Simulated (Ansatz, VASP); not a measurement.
**SrO: VASP beside Ansatz**

Contents of POSCAR:

```
SrO
1.0
    0.0000000000      2.6000000000      2.6000000000
    2.6000000000      0.0000000000      2.6000000000
    2.6000000000      2.6000000000      0.0000000000
Sr O
1 1
Direct
    0.0066617339      0.0066617339      0.0066617339
    0.5000000000      0.5000000000      0.5000000000
```

File INCAR.step1:

```
PREC = Accurate
ENCUT = 520
EDIFF = 1E-5
ISMEAR = -1
SIGMA = 0.05
LREAL = False
LASPH = True
NELM = 80
ALGO = Normal
ISIF = 2
LWAVE = True
LCHARG = False
GGA = PE
NBANDS = 15
```

INCAR.step2

```
PREC = Accurate
ENCUT = 520
EDIFF = 1E-6
ISMEAR = -1
SIGMA = 0.05
LREAL = False
LASPH = True
NELM = 80
ALGO = Normal
ISIF = 2
LWAVE = False
LCHARG = False
GGA = PE
LHFCALC = True
HFSCREEN = 0.2079
PRECFOCK = Normal
ISTART = 1
NBANDS = 15
```

KPOINTS

```
regular mesh
0
Gamma
  4 4 4
```

Input for Ansatz:

```yaml
crystal:
  lattice:
    - [0.0, 2.6, 2.6]
    - [2.6, 0.0, 2.6]
    - [2.6, 2.6, 0.0]
  atoms:
    - { symbol: Sr, position: [0.0066617339, 0.0066617339, 0.0066617339] }
    - { symbol: O, position: [0.5, 0.5, 0.5] }
kpoints:
  mp_grid: { grid: [4, 4, 4] }
hamiltonian:
  xc: hse06
  pseudopotentials:
    kind: all_electron
    relativity: scalar
    datasets: crystal
    dataset_attempts: all
    nuclear_model: point
scf:
  occupations: { method: fermi_dirac, width: 0.05 }
  convergence: { dr2_threshold: "1e-9 eV" }
  max_iter: 400
  exx: { singularity: regularized }
  lower_state_search: "off"
output:
  forces: true
  stress: true
```

Alike in both runs: task single point; functional HSE06; k mesh 4 × 4 × 4; occupations fermi-dirac, width 0.05 eV; no spin polarisation.

|  | VASP | Ansatz |
| --- | --- | --- |
| version | VASP 6.6.1 | Ansatz 0.2.0 development build |
| potentials or method | VASP PAW PBE potentials, release 64 (Sr_sv, O), cutoff 520 eV | plane waves, all-electron PAW datasets generated for the crystal |

|  | VASP | Ansatz | Ansatz less VASP |
| --- | --- | --- | --- |
| gap on the k mesh at the Fermi level (eV) | 4.77 | 4.82 | +0.047 |
| rms of the force components (eV/Å) | 0.066 | 0.062 | -0.0044 |

Atom by atom the forces differ by 0.004 eV/Å (rms over components). Ansatz ran all-electron here, and VASP with PAW potentials.

The k mesh is coarse, so the values compare programs but aren't converged.
